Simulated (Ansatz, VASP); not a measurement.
One calculation of BAs, two programs

The input POSCAR:

```
BAs
1.0
    0.0000000000      2.4096270000      2.4096270000
    2.4096270000      0.0000000000      2.4096270000
    2.4096270000      2.4096270000      0.0000000000
B As
1 1
Direct
    0.2500000000      0.2500000000      0.2500000000
    0.0000000000      0.0000000000      0.0000000000
```

Contents of INCAR.step1:

```
SYSTEM = BAs
  PREC = Accurate
  ENCUT = 550
  ISMEAR = 0
  SIGMA = 0.1
  LREAL = .False.
  LASPH = .True.
  NELM = 120
  NBANDS = 11
  GGA = PE
  ALGO = Normal
  EDIFF = 1E-5
  LWAVE = .True.
  LCHARG = .False.
  GGA_COMPAT = .False.
```

The input INCAR.step2:

```
SYSTEM = BAs
  PREC = Accurate
  ENCUT = 550
  EDIFF = 1E-6
  ISMEAR = 0
  SIGMA = 0.1
  LREAL = .False.
  LASPH = .True.
  NELM = 120
  ALGO = Normal
  ISIF = 2
  LWAVE = .False.
  LCHARG = .False.
  METAGGA = R2SCAN
  LMIXTAU = .True.
  NBANDS = 11
  ISTART = 1
  GGA_COMPAT = .False.
```

Contents of KPOINTS:

```
regular mesh
0
Gamma
  1 1 1
  0 0 0
```

Input for Ansatz:

```yaml
crystal:
  lattice:
    - [0.0, 2.409627, 2.409627]
    - [2.409627, 0.0, 2.409627]
    - [2.409627, 2.409627, 0.0]
  atoms:
    - { symbol: B, position: [0.25, 0.25, 0.25] }
    - { symbol: As, position: [0.0, 0.0, 0.0] }
basis:
  ecutwfc: 500
kpoints:
  mp_grid: { grid: [1, 1, 1] }
hamiltonian:
  xc: r2scan
scf:
  occupations: { method: gaussian, width: 0.1 }
  max_iter: 60
output:
  forces: true
  stress: true
  eigenvalues: true
```

Alike in both runs: task single point; functional r2SCAN; k mesh 1 × 1 × 1; occupations gaussian, width 0.1 eV; no spin polarisation.

|  | VASP | Ansatz |
| --- | --- | --- |
| version | VASP 6.6.1 | Ansatz 0.2.0 |
| potentials or method | VASP PAW PBE potentials, release 64 (B, As), cutoff 550 eV | scalar-relativistic, plane waves, PAW |
| valence electrons in the cell | 8 | 18 |

VASP gave:

| Item | Value |
| --- | --- |
| gap on the k mesh at the Fermi level (eV) | 3.34 |
| least direct gap on the mesh (eV) | 3.34 |

Which values does Ansatz return?

gap on the k mesh at the Fermi level (eV): 3.35; least direct gap on the mesh (eV): 3.35.

VASP's potentials were made for PBE, not for r2SCAN. VASP's potentials hold 8 valence electrons a cell and Ansatz's 18, so a difference there can come from the potentials and not from the codes.

The k mesh is coarse, so the values compare programs but aren't converged.
